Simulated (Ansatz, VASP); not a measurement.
One calculation of SiC, two programs

INCAR

```
SYSTEM = SiC
PREC = Accurate
ENCUT = 520
EDIFF = 1E-6
ISMEAR = 0
SIGMA = 0.05
LREAL = .FALSE.
LASPH = .TRUE.
NELM = 60
ALGO = Normal
ISIF = 2
LWAVE = .FALSE.
LCHARG = .FALSE.
GGA = PE
NBANDS = 11
```

The input KPOINTS:

```
regular mesh
0
G
  12 12 12
  0 0 0
```

Contents of POSCAR:

```
SiC
1.0
    0.0000000000      2.2500025904      2.2500025904
    2.2500025904      0.0000000000      2.2500025904
    2.2989026467      2.2989026467     -0.0489000563
Si C
1 1
Direct
    0.0000000000      0.0000000000      0.0000000000
    0.7500000000      0.7500000000      0.7500000000
```

Input for Ansatz:

```yaml
crystal:
  lattice:
    - [0.0, 2.2500025904, 2.2500025904]
    - [2.2500025904, 0.0, 2.2500025904]
    - [2.2989026467, 2.2989026467, -0.0489000563]
  atoms:
    - { symbol: Si, position: [0.0, 0.0, 0.0] }
    - { symbol: C, position: [0.75, 0.75, 0.75] }
basis:
  ecutwfc: 520.0
kpoints:
  mp_grid: { grid: [12, 12, 12] }
hamiltonian:
  xc: pbe
scf:
  occupations: { method: gaussian, width: 0.05 }
output:
  forces: true
  stress: true
  eigenvalues: true
```

Alike in both runs: task single point; functional PBE; k mesh 12 × 12 × 12; occupations gaussian, width 0.05 eV; no spin polarisation.

|  | VASP | Ansatz |
| --- | --- | --- |
| version | VASP 6.6.1 | Ansatz 0.2.0 |
| potentials or method | VASP PAW PBE potentials, release 64 (Si, C), cutoff 520 eV | scalar-relativistic, plane waves, PAW |
| valence electrons in the cell | 8 | 8 |

```tsv
	VASP	Ansatz	Ansatz less VASP
gap on the k mesh at the Fermi level (eV)	1.40	1.40	+0.002
least direct gap on the mesh (eV)	4.24	4.24	+0.002
pressure (GPa)	-19.0	-19.0	-0.01
traceless stress, the component that is largest in VASP (GPa)	-4.03	-4.01	+0.020
rms of the force components (eV/Å)	0.028	0.027	-0.0004
```

Atom by atom the forces differ by 0.000 eV/Å (rms over components). With one functional, cell and mesh, what is left measures potentials, basis and numerics.
